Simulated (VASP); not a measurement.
Input of a VASP 6.6.1 run:

The input INCAR:

```
SYSTEM = Ga4AsP3
  PREC = Accurate
  ENCUT = 600
  EDIFF = 1E-7
  ISMEAR = 0
  SIGMA = 0.02
  LREAL = .FALSE.
  LASPH = .TRUE.
  NELM = 100
  ALGO = Normal
  ISIF = 3
  LWAVE = .FALSE.
  LCHARG = .FALSE.
  GGA = PE
  IBRION = 2
  NSW = 100
  EDIFFG = -0.01
```

File KPOINTS:

```
regular mesh
0
G
  8 8 4
  0 0 0
```

POSCAR

```
Ga4AsP3
1.0
    3.9485484068      0.0000000000      0.0000000000
    0.0000000000      3.9485484068      0.0000000000
    0.0000000000      0.0000000000     11.0448152304
Ga P As
4 3 1
Direct
    0.5000000000      0.0000000000      0.6316177265
    0.0000000000      0.5000000000      0.8771810954
    0.5000000000      0.0000000000      0.1228189046
    0.0000000000      0.5000000000      0.3683822735
    0.0000000000      0.0000000000      0.0000000000
    0.5000000000      0.5000000000      0.2457507477
    0.5000000000      0.5000000000      0.7542492523
    0.0000000000      0.0000000000      0.5000000000
```

Potentials or basis: VASP PAW PBE potentials, release 64 (Ga_d, P, As).

Run with:

```sh
$ cat potpaw_PBE.64/Ga_d/POTCAR potpaw_PBE.64/P/POTCAR potpaw_PBE.64/As/POTCAR > POTCAR
$ mpirun -np 1 vasp_std > vasp.out
```

Estimate the band gap on the k mesh.

1.16 eV.

Estimate the relaxed volume.

21.55 Å³/atom.

Forces on the atoms (eV/Å):
```
Ga   0.000  0.000  0.005
Ga   0.000  0.000  0.008
Ga   0.000  0.000 -0.008
Ga   0.000  0.000 -0.005
P    0.000  0.000  0.000
P    0.000  0.000 -0.007
P    0.000  0.000  0.007
As   0.000  0.000  0.000
```

A k mesh can miss the band edges.
